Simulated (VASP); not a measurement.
# GeSb3O2 (P4/mmm) in VASP: a series of runs, part 2 of 2

VASP 6.6.1. Earlier steps stand in the parts before.

**3. Relaxation of cell and atoms, PBE**

This run uses another cell than the first one, of 20.13 Å³/atom.

INCAR

```
SYSTEM = GeSb3O2
  PREC = Accurate
  ENCUT = 600
  EDIFF = 1E-6
  ISMEAR = 0
  SIGMA = 0.1
  LREAL = .FALSE.
  LASPH = .TRUE.
  NELM = 80
  ALGO = Normal
  ISIF = 3
  LWAVE = .FALSE.
  LCHARG = .FALSE.
  GGA = PE
  IBRION = 2
  NSW = 90
  EDIFFG = -0.04
```

KPOINTS

```
regular mesh
0
G
  6 6 2
  0 0 0
```

POSCAR

```
GeSb3O2
1.0
    3.3018865158      0.0000000000      0.0000000000
    0.0000000000      3.3018865158      0.0000000000
    0.0000000000      0.0000000000     11.0781155850
Ge Sb O
1 3 2
Direct
    0.0000000000      0.0000000000      0.5000000000
    0.5000000000      0.5000000000      0.2717463759
    0.5000000000      0.5000000000      0.7282536241
    0.5000000000      0.5000000000      0.0000000000
    0.5000000000      0.5000000000      0.5000000000
    0.0000000000      0.0000000000      0.0000000000
```

Potentials or basis: VASP PAW PBE potentials, release 64 (Ge_d, Sb, O).

Started as:

```
$ cat potpaw_PBE.64/Ge_d/POTCAR potpaw_PBE.64/Sb/POTCAR potpaw_PBE.64/O/POTCAR > POTCAR
$ mpirun -np 1 vasp_std > vasp.out
```

OUTCAR:

```text
SYSTEM = GeSb3O2
   PREC = Accurate
   ENCUT = 600
   EDIFF = 1E-6
   ISMEAR = 0
   LREAL = .FALSE.
   LASPH = .TRUE.
   NELM = 80
   ISIF = 3
   GGA = PE
   IBRION = 2
   NSW = 90
   EDIFFG = -0.04

 ion  position               nearest neighbor table
   1  0.000  0.000  0.500-   5 2.33   5 2.33   5 2.33   5 2.33
   2  0.500  0.500  0.272-   5 2.53   4 3.01
   3  0.500  0.500  0.728-   5 2.53   4 3.01
   4  0.500  0.500  0.000-   6 2.33   6 2.33   6 2.33   6 2.33   2 3.01   3 3.01
   5  0.500  0.500  0.500-   1 2.33   1 2.33   1 2.33   1 2.33   3 2.53   2 2.53
   6  0.000  0.000  0.000-   4 2.33   4 2.33   4 2.33   4 2.33

  LATTYP: Found a simple tetragonal cell.
 ALAT       =     3.3018865158
 C/A-ratio  =     3.3550867154

  Lattice vectors:

 A1 = (   3.3018865158,   0.0000000000,   0.0000000000)
 A2 = (   0.0000000000,   3.3018865158,   0.0000000000)
 A3 = (   0.0000000000,   0.0000000000,  11.0781155850)

Analysis of symmetry for initial positions (statically):
=====================================================================
 Subroutine PRICEL returns:
 Original cell was already a primitive cell.

 Routine SETGRP: Setting up the symmetry group for a
 simple tetragonal supercell.

 Subroutine GETGRP returns: Found 16 space group operations
 (whereof 16 operations were pure point group operations)
 out of a pool of 16 trial point group operations.

The static configuration has the point symmetry D_4h.

[... 277 lines left out ...]
  FREE ENERGIE OF THE ION-ELECTRON SYSTEM (eV)
  ---------------------------------------------------
  free  energy   TOTEN  =       -28.5362991202 eV

  energy  without entropy=      -28.5199051376  energy(sigma->0) =      -28.52810213

 E-fermi :   6.9608     XC(G=0): -10.0200

 val. band max:        6.9584644244   @ k =   0.3333   0.1667   0.0000
 cond. band min:       6.9637164989   @ k =   0.3333   0.1667   0.5000
 fundamental gap:      0.0052520745
 Fermi energy:         6.9608299933

 k-point     1 :       0.0000    0.0000    0.0000
  band No.  band energies     occupation
      1     -18.3102      2.00000
      2     -18.2479      2.00000
      3     -18.2479      2.00000
      4     -18.2455      2.00000
      5     -18.1855      2.00000
      6     -13.5239      2.00000
[... 529 lines left out ...]
     23       7.8916      0.00000
     24       9.0259      0.00000

[... ionic steps 4 to 26 ...]

--------------------------------------- Ionic step       27  -------------------------------------------

 number of electron      41.0000003 magnetization

------------------------ aborting loop because EDIFF is reached ----------------------------------------
[... 75 lines left out ...]
--------------------------------------- Ionic step       29  -------------------------------------------

 number of electron      41.0000001 magnetization

 Free energy of the ion-electron system (eV)
  ---------------------------------------------------
  ext. energy  EPLUGINS =         0.00000000
  ---------------------------------------------------
  free energy    TOTEN  =       -28.68438338 eV

  energy without entropy =      -28.67355911  energy(sigma->0) =      -28.67897124

 E-fermi :   5.7952     XC(G=0):  -9.5041

 val. band max:        5.7362694160   @ k =   0.3333   0.1667   0.5000
 cond. band min:       5.8045191638   @ k =   0.3333   0.1667   0.0000
 fundamental gap:      0.0682497478
 Fermi energy:         5.7952473022

 k-point     1 :       0.0000    0.0000    0.0000
  band No.  band energies     occupation
      1     -19.5235      2.00000
      2     -19.4520      2.00000
      3     -19.4520      2.00000
      4     -19.4239      2.00000
      5     -19.3629      2.00000
      6     -14.5778      2.00000
[... 562 lines left out ...]
  FREE ENERGIE OF THE ION-ELECTRON SYSTEM (eV)
  ---------------------------------------------------
  free  energy   TOTEN  =       -28.6843833769 eV

  energy  without entropy=      -28.6735591069  energy(sigma->0) =      -28.67897124

 reached required accuracy - stopping structural energy minimisation
```

CONTCAR:

```text
GeSb3O2
   1.00000000000000
     3.1895897592231330   -0.0000000000000000    0.0000000000000000
    -0.0000000000000000    3.1895897592231330   -0.0000000000000000
     0.0000000000000000   -0.0000000000000000   13.4624816666096443
  Ge              Sb              O
     1     3     2
Direct
     0.0000000000000000    0.0000000000000000    0.5000000000000000
     0.5000000000000000    0.5000000000000000    0.2292382442999802
     0.5000000000000000    0.5000000000000000    0.7707617557000203
     0.5000000000000000    0.5000000000000000    0.0000000000000000
     0.5000000000000000    0.5000000000000000    0.5000000000000000
     0.0000000000000000    0.0000000000000000    0.0000000000000000

  0.00000000E+00  0.00000000E+00  0.00000000E+00
  0.00000000E+00  0.00000000E+00  0.00000000E+00
  0.00000000E+00  0.00000000E+00  0.00000000E+00
  0.00000000E+00  0.00000000E+00  0.00000000E+00
  0.00000000E+00  0.00000000E+00  0.00000000E+00
  0.00000000E+00  0.00000000E+00  0.00000000E+00
```

It took 11 min on 1 thread of Intel Xeon 6975P-C (Granite Rapids), shared host; peak memory 0.31 GiB.

Results:

```yaml
Free_energy: -28.6844 eV
Relaxed_volume: 22.83 Å³/atom
Relaxed_cell: a = 3.190 Å, b = 3.190 Å, c = 13.462 Å, α = 90.00°, β = 90.00°, γ = 90.00°
Space_group_after_relaxing_to_0.1_Å: P4/mmm (No. 123)
Energy_gained_by_relaxing: 38.3 meV/atom
Ionic_steps: 29
Pressure_after_relaxing: -0.1 GPa
Band_gap_on_the_k_mesh: zero (an odd number of electrons rules out a gap without spin polarisation)
```

Stress tensor (GPa, compression positive):
```
-0.04  0.00  0.00
 0.00 -0.04  0.00
 0.00  0.00 -0.20
```

Step by step:
| step | energy change (eV) | largest force (eV/Å) | pressure (GPa) | volume (Å³) |
| --- | --- | --- | --- | --- |
| 1 | 0.0000 | 0.1146 | 0.86 | 120.78 |
| 2 | -0.0694 | 0.0565 | 0.47 | 122.64 |
| 3 | -0.0817 | 0.2268 | 0.17 | 124.67 |
| 4 | -0.0847 | 0.1793 | 0.22 | 124.07 |
| 5 | -0.0847 | 0.1739 | 0.30 | 124.01 |
| 6 | -0.0877 | 0.1425 | -0.23 | 124.86 |
| 7 | -0.0881 | 0.1273 | -0.52 | 125.29 |
| 8 | -0.0901 | 0.1184 | -0.50 | 125.26 |
| 9 | -0.0954 | 0.0939 | -0.41 | 125.19 |
| 10 | -0.1032 | 0.0543 | -0.16 | 125.03 |
| 11 | -0.1133 | 0.0017 | 0.40 | 124.69 |
| 12 | -0.1164 | 0.2157 | 2.28 | 123.94 |
| 13 | -0.1191 | 0.0659 | 1.00 | 124.39 |
| 14 | -0.1205 | 0.1307 | 1.58 | 124.17 |
| 15 | -0.1219 | 0.1343 | 1.58 | 124.24 |
| 16 | -0.1263 | 0.1457 | 1.67 | 124.47 |
| 17 | -0.1343 | 0.1733 | 1.91 | 124.91 |
| 18 | -0.1453 | 0.2441 | 2.40 | 125.78 |
| 19 | -0.1312 | 0.4279 | 3.76 | 127.43 |
| 20 | -0.1456 | 0.3046 | 2.76 | 126.29 |
| 21 | -0.1676 | 0.2866 | 2.43 | 127.91 |
| 22 | -0.2091 | 0.2281 | 1.50 | 132.79 |
| 23 | -0.1964 | 0.1240 | 0.14 | 142.59 |
| 24 | -0.2154 | 0.1977 | 0.87 | 137.20 |
| 25 | -0.2207 | 0.1694 | 0.48 | 137.31 |
| 26 | -0.2245 | 0.1212 | -0.20 | 137.51 |
| 27 | -0.2279 | 0.0709 | -0.14 | 137.29 |
| 28 | -0.2296 | 0.0180 | -0.03 | 136.87 |
| 29 | -0.2298 | 0.0006 | -0.09 | 136.96 |

Final structure:
```yaml
crystal:
  lattice:
    - [3.18959, 0.00000, 0.00000]
    - [0.00000, 3.18959, 0.00000]
    - [0.00000, 0.00000, 13.46248]
  atoms:
    - { symbol: Ge, position: [0.00000, 0.00000, 0.50000] }
    - { symbol: Sb, position: [0.50000, 0.50000, 0.22924] }
    - { symbol: Sb, position: [0.50000, 0.50000, 0.77076] }
    - { symbol: Sb, position: [0.50000, 0.50000, 0.00000] }
    - { symbol: O, position: [0.50000, 0.50000, 0.50000] }
    - { symbol: O, position: [0.00000, 0.00000, 0.00000] }
```

Caveat: a cell axis changed by over 15 % at a fixed basis, so the end point is rough; spin-orbit coupling is left out, which moves the levels of the heavy elements; an odd number of electrons without spin polarisation forces a metal; a magnetic or distorted state may lie lower.

**4. Single point, PBE**

This run uses another cell than the first one, of 22.90 Å³/atom.

INCAR

```
SYSTEM = GeSb3O2
ALGO = Normal
EDIFF = 1E-6
ENCUT = 520
GGA = PE
ISIF = 2
ISMEAR = 0
LASPH = .True.
LCHARG = .False.
LREAL = .False.
LWAVE = .False.
NBANDS = 30
NELM = 60
PREC = Accurate
SIGMA = 0.1
```

KPOINTS

```
k-points
0
Gamma
  12 12 4
  0 0 0
```

POSCAR

```
GeSb3O2
1.0
    3.1950996803      0.0000000000      0.0000000000
    0.0000000000      3.1950996803      0.0000000000
    0.0000000000      0.0000000000     13.4580410859
Ge Sb O
1 3 2
Direct
    0.0000000000      0.0000000000      0.5000000000
    0.5000000000      0.5000000000      0.2274217513
    0.5000000000      0.5000000000      0.7725782487
    0.5000000000      0.5000000000      0.0000000000
    0.5000000000      0.5000000000      0.5000000000
    0.0000000000      0.0000000000      0.0000000000
```

Potentials or basis: VASP PAW PBE potentials, release 64 (Ge_d, Sb, O).

Started as:

```
$ cat potpaw_PBE.64/Ge_d/POTCAR potpaw_PBE.64/Sb/POTCAR potpaw_PBE.64/O/POTCAR > POTCAR
$ mpirun -np 1 vasp_std > vasp.out
```

OUTCAR:

```text
SYSTEM = GeSb3O2
   EDIFF = 1E-6
   ENCUT = 520
   GGA = PE
   ISIF = 2
   ISMEAR = 0
   LASPH = .True.
   LREAL = .False.
   NELM = 60
   PREC = Accurate

 ion  position               nearest neighbor table
   1  0.000  0.000  0.500-   5 2.26   5 2.26   5 2.26   5 2.26
   2  0.500  0.500  0.227-   4 3.06
   3  0.500  0.500  0.773-   4 3.06
   4  0.500  0.500  0.000-   6 2.26   6 2.26   6 2.26   6 2.26   2 3.06   3 3.06
   5  0.500  0.500  0.500-   1 2.26   1 2.26   1 2.26   1 2.26
   6  0.000  0.000  0.000-   4 2.26   4 2.26   4 2.26   4 2.26

[... 999 lines left out ...]
  -------------------------------------------------------------------------------------
  Total       -0.2712367     -0.2712367     -0.0709844      0.0000000      0.0000000     -0.0000000
  in kB       -3.1630673     -3.1630673     -0.8277945      0.0000000      0.0000000     -0.0000000
  external PRESSURE =      -2.3846430 kB  Pullay stress =       0.0000000 kB

 VOLUME and BASIS-vectors are now :
 -----------------------------------------------------------------------------
  energy-cutoff  :      520.00
  volume of cell :      137.39
      direct lattice vectors                 reciprocal lattice vectors
     3.195099680  0.000000000  0.000000000     0.312979281  0.000000000  0.000000000
     0.000000000  3.195099680  0.000000000     0.000000000  0.312979281  0.000000000
     0.000000000  0.000000000 13.458041086     0.000000000  0.000000000  0.074305019

 POSITION                                       TOTAL-FORCE (eV/Angst)
 -----------------------------------------------------------------------------------
      0.00000      0.00000      6.72902         0.000000      0.000000      0.000000
      1.59755      1.59755      3.06065         0.000000     -0.000000      0.002907
      1.59755      1.59755     10.39739         0.000000      0.000000     -0.002907
      1.59755      1.59755      0.00000         0.000000      0.000000      0.000000
      1.59755      1.59755      6.72902         0.000000      0.000000      0.000000
      0.00000      0.00000      0.00000         0.000000      0.000000      0.000000
 -----------------------------------------------------------------------------------
    total drift:                                0.000000      0.000000     -0.000000

  FREE ENERGIE OF THE ION-ELECTRON SYSTEM (eV)
  ---------------------------------------------------
  free  energy   TOTEN  =       -28.5386695896 eV

  energy  without entropy=      -28.5274101055  energy(sigma->0) =      -28.53303985
```

OSZICAR:

```text
N       E                     dE             d eps       ncg     rms          rms(c)
DAV:   1     0.355650234604E+03    0.35565E+03   -0.16754E+04  6268   0.182E+03
DAV:   2     0.231711201745E+02   -0.33248E+03   -0.31748E+03  5956   0.565E+02
DAV:   3    -0.298593328965E+02   -0.53030E+02   -0.51992E+02  5970   0.135E+02
DAV:   4    -0.324257937830E+02   -0.25665E+01   -0.25541E+01  6030   0.373E+01
DAV:   5    -0.324893014783E+02   -0.63508E-01   -0.63468E-01  5888   0.590E+00    0.122E+01
DAV:   6    -0.288586052125E+02    0.36307E+01   -0.17334E+01  6292   0.302E+01    0.746E+00
DAV:   7    -0.286084002379E+02    0.25020E+00   -0.50257E+00  5826   0.924E+00    0.261E+00
DAV:   8    -0.285634893304E+02    0.44911E-01   -0.61204E-01  6096   0.396E+00    0.148E+00
DAV:   9    -0.285388732791E+02    0.24616E-01   -0.88962E-02  5778   0.178E+00    0.584E-01
DAV:  10    -0.285386358956E+02    0.23738E-03   -0.16130E-02  5888   0.716E-01    0.153E-01
DAV:  11    -0.285385574776E+02    0.78418E-04   -0.29835E-03  6050   0.309E-01    0.868E-02
DAV:  12    -0.285386634745E+02   -0.10600E-03   -0.38706E-04  5984   0.104E-01    0.424E-02
DAV:  13    -0.285386658225E+02   -0.23480E-05   -0.13428E-04  5950   0.760E-02    0.964E-03
DAV:  14    -0.285386699617E+02   -0.41392E-05   -0.13654E-05  5856   0.231E-02    0.592E-03
DAV:  15    -0.285386695896E+02    0.37215E-06   -0.78816E-07  3736   0.575E-03
   1 F= -.28538670E+02 E0= -.28533040E+02  d E =-.112595E-01
```

stdout:

```text
POSCAR found type information on POSCAR GeSbO
 POSCAR found :  3 types and       6 ions
 scaLAPACK will be used
 LDA part: xc-table for (Slater+PW92), standard interpolation
 POSCAR, INCAR and KPOINTS ok, starting setup
 FFT: planning ... GRIDC
 FFT: planning ... GRID_SOFT
 FFT: planning ... GRID
 WAVECAR not read
 entering main loop
```

Run time: 1.9 min. Hardware: 1 thread of Intel Xeon 6975P-C (Granite Rapids), shared host; peak memory 0.45 GiB.

Results:

- Free energy: -28.5387 eV
- Pressure: -0.2 GPa
- Band gap on the k mesh: zero (an odd number of electrons rules out a gap without spin polarisation)

Forces in eV/Å, atoms in the order of the input:
```
Ge   0.000  0.000  0.000
Sb   0.000  0.000  0.003
Sb   0.000  0.000 -0.003
Sb   0.000  0.000  0.000
O    0.000  0.000  0.000
O    0.000  0.000  0.000
```

Caveat: spin-orbit coupling is left out, which moves the levels of the heavy elements; an odd number of electrons without spin polarisation forces a metal; a magnetic or distorted state may lie lower.

**5. Overview**

```tsv
task	cell	k mesh	cutoff (eV)	gap on the mesh (eV)	pressure (GPa)	relaxed volume (Å³/atom)
relaxation of cell and atoms	relaxed from a = 4.259, b = 4.259, c = 8.282 Å, 6 atoms, atomic positions A	4 × 4 × 2	600	none	-0.1	19.91
relaxation of cell and atoms	relaxed from a = 3.302, b = 3.302, c = 11.078 Å, 6 atoms, atomic positions B	6 × 6 × 2	600	none	-0.1	22.83
single point	a = 3.195, b = 3.195, c = 13.458 Å, 6 atoms, atomic positions C	12 × 12 × 4	520	none	-0.2	-
```

Alike in all rows: level PBE; potentials or basis VASP PAW PBE potentials, release 64 (Ge_d, Sb, O); no spin polarisation; smearing gaussian 0.1 eV.

Caveats: some runs use coarse meshes; spin-orbit coupling is left out, which moves the levels of the heavy elements; an odd number of electrons without spin polarisation forces a metal; a magnetic or distorted state may lie lower; the volume moved by over 15 % at a fixed basis, so the end points are rough (at least some runs); a cell axis changed by over 15 % at a fixed basis, so the end point is rough (at least some runs).

Total energies depend on the potentials used, so only differences within one code and one set of settings carry meaning.

The gap in the log of VASP goes by the Fermi energy; the results here count the filled bands.